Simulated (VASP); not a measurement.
Write the native input for VASP 6.6.1 that does the following.

```
Task                   : single point
Functional             : PBE
Potentials or basis    : VASP PAW PBE potentials, release 64 (Mg, I)
Cutoff                 : 520 eV
k mesh                 : 6 × 6 × 4
Occupations            : gaussian, width 0.05 eV
Spin                   : no spin polarisation
Dipole correction      : no
Further INCAR settings : ALGO = Normal; EDIFF = 1e-06; NBANDS = 15
```

The structure of MgI2 lies in POSCAR:

```
MgI2
1.0
    4.2160056232      0.0000000000      0.0000000000
   -2.1080028116      3.6511679722      0.0000000000
    0.0000000000      0.0000000000      6.6561400000
Mg I
1 2
Direct
    0.0000000000      0.0000000000      0.0000000000
    0.3333333333      0.6666666667      0.7576300000
    0.6666666667      0.3333333333      0.2423700000
```

This cell differs from its parent crystal: strain +0.015 along x and y, -0.030 along z.

One way to write it, as run:

INCAR

```
SYSTEM = MgI2
PREC     = Accurate       ! precision mode
ENCUT    = 520            ! plane-wave cutoff, eV
EDIFF    = 1E-6           ! SCF threshold, eV
ISMEAR   = 0              ! smearing method
SIGMA    = 0.05           ! smearing width, eV
LREAL    = .False.        ! projectors in reciprocal space
LASPH    = .True.         ! aspherical terms in the spheres
NELM     = 80             ! most SCF steps
ALGO     = Normal         ! electronic algorithm
ISIF     = 2              ! what is computed and relaxed
LWAVE    = .False.        ! write WAVECAR
LCHARG   = .True.         ! write CHGCAR
GGA      = PE             ! functional
LELF     = .True.         ! ELF
LVHAR    = .True.       
NBANDS   = 15             ! bands
```

KPOINTS

```
Automatic mesh
0
Gamma
  6 6 4
  0 0 0
```

Potentials or basis: VASP PAW PBE potentials, release 64 (Mg, I).

Run with:

```bash
$ cat potpaw_PBE.64/Mg/POTCAR potpaw_PBE.64/I/POTCAR > POTCAR
$ mpirun -np 1 vasp_std > vasp.out
```

It gave:

| Property | Result |
| --- | --- |
| Pressure | 1.2 GPa |
| Largest force | 0.136 eV/Å |
| Band gap on the k mesh | 3.29 eV, indirect (least direct gap 3.39 eV) |

Caveat: the cell differs from its parent crystal (strain +0.015 along x and y, -0.030 along z); spin-orbit coupling is left out, which moves the levels of the heavy elements; this functional lacks dispersion, which binds the layers, so the pressure and a relaxed spacing across them are unreliable.

It took 16 s on 1 thread of Intel(R) Xeon(R) 6975P-C (Granite Rapids) (shared host), peak memory 0.22 GiB.
